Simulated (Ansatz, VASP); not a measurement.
**One calculation of In3Sb, two programs**

```xyz
4
Lattice="4.8370 0.0000 0.0000 0.0000 4.8370 0.0000 0.0000 0.0000 4.8370" Properties=species:S:1:pos:R:3 pbc="T T T"
In    2.4185    2.4185    0.0000
In    2.4185    0.0000    2.4185
In    0.0000    2.4185    2.4185
Sb    0.0000    0.0000    0.0000
```

Alike in both runs: task relaxation of cell and atoms; functional r2SCAN; k mesh 10 × 10 × 10; occupations gaussian, width 0.1 eV; no spin polarisation.

|  | VASP | Ansatz |
| --- | --- | --- |
| version | VASP 6.6.1 | Ansatz 0.2.0 |
| potentials or method | VASP PAW PBE potentials, release 64 (In_d, Sb), cutoff 600 eV | scalar-relativistic, plane waves, PAW |
| valence electrons in the cell | 44 | 54 |

|  | VASP | Ansatz | Ansatz less VASP |
| --- | --- | --- | --- |
| gap on the k mesh at the Fermi level, each at its own relaxed structure (eV) | none | none | - |
| relaxed volume (Å³/atom) | 27.44 | 27.41 | -0.024 |
| relaxed length of the cell vector where the two differ most in proportion (Å) | 4.788 | 4.786 | -0.0014 |

VASP's potentials were made for PBE, not for r2SCAN. A gap of «none» marks a metal or a gap that the smearing closes. VASP's potentials hold 44 valence electrons a cell and Ansatz's 54, so a difference there can come from the potentials and not from the codes.

Neither program's run includes spin-orbit coupling.
